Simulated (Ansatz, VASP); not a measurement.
## Two plane-wave programs on AlCo

```
CELL_PARAMETERS angstrom
2.81940 0.00000 0.00000
0.00000 2.81940 0.00000
0.00000 0.00000 2.81940
ATOMIC_POSITIONS crystal
Al 0.00000 0.00000 0.00000
Co 0.50000 0.50000 0.42906
```

Alike in both runs: task single point; functional PBE; k mesh 16 × 16 × 16; occupations gaussian, width 0.15 eV; collinear spin.

|  | VASP | Ansatz |
| --- | --- | --- |
| version | VASP 6.6.1 | Ansatz 0.2.0 |
| potentials or method | VASP PAW PBE potentials, release 64 (Al, Co), cutoff 520 eV | scalar-relativistic, plane waves, PAW |
| valence electrons in the cell | 12 | 20 |

|  | VASP | Ansatz | Ansatz less VASP |
| --- | --- | --- | --- |
| gap on the k mesh at the Fermi level (eV) | none | none | - |
| pressure (GPa) | 9.9 | 9.9 | +0.01 |
| traceless stress, the component that is largest in VASP (GPa) | -1.91 | -1.89 | +0.028 |
| rms of the force components (eV/Å) | 0.945 | 0.942 | -0.0025 |
| net moment per atom (μB) | 0.00 | 0.00 | 0.000 |

Atom by atom the forces differ by 0.002 eV/Å (rms over components). A gap of «none» marks a metal or a gap that the smearing closes. VASP's potentials hold 12 valence electrons a cell and Ansatz's 20, so a difference there can come from the potentials and not from the codes. Ansatz's warnings: seeded moment not kept.
